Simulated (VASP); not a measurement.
Write the native input for VASP 6.6.1 that does the following.

```
Task                   : relaxation of cell and atoms
Functional             : PBE
Potentials or basis    : VASP PAW PBE potentials, release 64 (Li_sv, Ga_d, Ti_sv)
Cutoff                 : 600 eV
k mesh                 : 4 × 4 × 4
Occupations            : methfessel-paxton, width 0.01 eV
Spin                   : no spin polarisation
Dipole correction      : no
Further INCAR settings : ALGO = Normal; EDIFF = 1e-06; IBRION = 2; EDIFFG = -0.01; NSW = 60; ISIF = 3
```

The structure of LiTi2Ga4 lies in POSCAR:

```
LiTi2Ga4
1.0
   -3.2629850000      3.2629850000      2.6660020000
    3.2629850000     -3.2629850000      2.6660020000
    3.2629850000      3.2629850000     -2.6660020000
Li Ga Ti
1 4 2
Direct
    0.0000000000      0.0000000000      0.0000000000
    0.3030000000      0.3030000000      0.6060000000
    0.3030000000      0.6970000000      0.0000000000
    0.6970000000      0.6970000000      0.3940000000
    0.6970000000      0.3030000000      0.0000000000
    0.7500000000      0.2500000000      0.5000000000
    0.2500000000      0.7500000000      0.5000000000
```

One way to write it, as run:

INCAR

```
SYSTEM = LiTi2Ga4
  PREC = Accurate
  ENCUT = 600
  EDIFF = 1E-6
  ISMEAR = 1
  SIGMA = 0.01
  LREAL = .FALSE.
  LASPH = .TRUE.
  NELM = 60
  ALGO = Normal
  ISIF = 3
  LWAVE = .FALSE.
  LCHARG = .FALSE.
  GGA = PE
  IBRION = 2
  NSW = 60
  EDIFFG = -0.01
```

KPOINTS

```
regular mesh
0
G
  4 4 4
  0 0 0
```

Potentials or basis: VASP PAW PBE potentials, release 64 (Li_sv, Ga_d, Ti_sv).

Launch:

```sh
$ cat potpaw_PBE.64/Li_sv/POTCAR potpaw_PBE.64/Ga_d/POTCAR potpaw_PBE.64/Ti_sv/POTCAR > POTCAR
$ mpirun -np 1 vasp_std > vasp.out
```

It gave:

```
Relaxed volume                         : 17.04 Å³/atom
Relaxed cell                           : a = 5.442 Å, b = 5.442 Å, c = 5.442 Å, α = 103.45°, β = 103.45°, γ = 122.33°
Space group after relaxing (to 0.05 Å) : I4/mmm (No. 139)
Energy gained by relaxing              : 34.7 meV/atom
Ionic steps                            : 12
Pressure after relaxing                : 0.0 GPa
Largest force after relaxing           : 0.006 eV/Å
```

Caveat: the k points lie up to 0.38 Å⁻¹ apart in the final cell; the cutoff is under 1.25 times the usual one of these potentials, so pressure, stress and relaxed cells hold a basis-set (Pulay) error.

It took 28 min on 1 thread of Oxide Virtual Turin-like Processor (shared host), peak memory 0.35 GiB.
